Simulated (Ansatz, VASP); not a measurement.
# One calculation of InO2, two programs

```
In O
1.0
     3.61181    0.00000    0.00000
     0.00000    3.61181    0.00000
     0.00000    0.00000    3.72244
In O
1 2
Direct
  0.00000 0.00000 0.50000
  0.00000 0.50000 0.50000
  0.50000 0.00000 0.50000
```

Alike in both runs: task relaxation of cell and atoms; functional PBE; k mesh 6 × 6 × 6; occupations gaussian, width 0.1 eV; no spin polarisation.

```csv
,VASP,Ansatz
version,VASP 6.6.1,Ansatz 0.2.0
potentials or method,"VASP PAW PBE potentials, release 64 (In_d, O), cutoff 600 eV","scalar-relativistic, plane waves, PAW"
valence electrons in the cell,25,25
```

|  | VASP | Ansatz | Ansatz less VASP |
| --- | --- | --- | --- |
| gap on the k mesh at the Fermi level, each at its own relaxed structure (eV) | none | none | - |
| relaxed volume (Å³/atom) | 23.57 | 25.74 | +2.168 |
| relaxed cell length with the largest relative difference (Å) | 4.347 | 4.747 | +0.4000 |

A gap of «none» marks a metal or a gap that the smearing closes. One of these differences is far larger than is usual between the two programs; its cause wasn't traced.

Noted on VASP's run: the volume moved by over 15 % at a fixed basis, so the end points are rough.
